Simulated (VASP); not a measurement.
Write the native input for VASP 6.6.1 that does the following.

- Task: single point
- Functional: PBEsol
- Potentials or basis: VASP PAW PBE potentials, release 64 (Ti_sv, Al)
- Cutoff: 520 eV
- k mesh: 14 × 14 × 4
- Occupations: gaussian, width 0.1 eV
- Spin: no spin polarisation
- Dipole correction: no
- Further INCAR settings: ALGO = Fast; EDIFF = 1e-06; NBANDS = 28

The structure of Ti3Al lies in POSCAR:

```
Ti3Al
1.0
    2.8346513082      0.0075530589      0.0027811651
   -1.4107845131      2.4692818013     -0.0101374570
    0.0087650439     -0.0318309489      8.9275201348
Ti Al
3 1
Direct
    0.6551785319      0.3247308858     -0.0107778125
    0.3225049189      0.6625330792      0.7560240926
    0.3603366314      0.6945762965      0.2421821343
    0.6619818900      0.3181636828      0.5125726695
```

This cell differs from its parent crystal: atoms moved at random and the cell strained at random.

These files were run (other wordings do the same):

INCAR

```
PREC = Accurate
ENCUT = 520
EDIFF = 1E-6
ISMEAR = 0
SIGMA = 0.1
LREAL = F
LASPH = T
NELM = 60
ALGO = Fast
ISIF = 2
LWAVE = F
LCHARG = F
GGA = PS
NBANDS = 28
```

KPOINTS

```
regular mesh
0
Gamma
  14 14 4
```

Potentials or basis: VASP PAW PBE potentials, release 64 (Ti_sv, Al).

Launch:

```console
$ cat potpaw_PBE.64/Ti_sv/POTCAR potpaw_PBE.64/Al/POTCAR > POTCAR
$ mpirun -np 1 vasp_std > vasp.out
```

Results of the run:

```json
{"Pressure": "8.4 GPa", "Largest force": "1.110 eV/Å", "Band gap on the k mesh": "zero (an odd number of electrons rules out a gap without spin polarisation)"}
```

Caveat: the cell differs from its parent crystal (atoms moved at random and the cell strained at random); the cell stands under pressure; the PAW data sets were made with another functional, which shifts forces and pressure a little.

Run time: 17 min on 1 thread of Intel(R) Xeon(R) 6975P-C (Granite Rapids), with other jobs on the host, peak memory 0.63 GiB.
